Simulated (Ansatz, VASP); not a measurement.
# Zn3BH3 in VASP and in Ansatz

```
CELL_PARAMETERS angstrom
2.99811 0.00000 0.00000
-1.49905 2.59644 0.00000
0.00000 0.00000 9.99154
ATOMIC_POSITIONS crystal
Zn 0.33333 0.66667 0.20340
Zn 0.33333 0.66667 0.79660
Zn 0.33333 0.66667 0.50000
B 0.33333 0.66667 0.00000
H 0.66667 0.33333 0.71438
H 0.66667 0.33333 0.28562
H 0.00000 0.00000 0.50000
```

Alike in both runs: functional PBE; k mesh 12 × 12 × 4; occupations gaussian, width 0.1 eV; no spin polarisation.

Ansatz relaxed the structure, and its values are those at the end. VASP's run is a single point on that final structure, the one shown.

|  | VASP | Ansatz |
| --- | --- | --- |
| version | VASP 6.6.1 | Ansatz 0.2.0 |
| potentials or method | VASP PAW PBE potentials, release 64 (Zn, B, H), cutoff 520 eV | scalar-relativistic, plane waves, PAW |
| valence electrons in the cell | 42 | 42 |

|  | VASP | Ansatz | Ansatz less VASP |
| --- | --- | --- | --- |
| gap on the k mesh at the Fermi level (eV) | none | none | - |
| pressure (GPa) | 0.2 | 0.0 | -0.17 |
| rms of the force components (eV/Å) | 0.005 | 0.001 | -0.0037 |

A gap of «none» marks a metal or a gap that the smearing closes. The functional is the same, so the differences come from potentials, cutoffs and numerics.
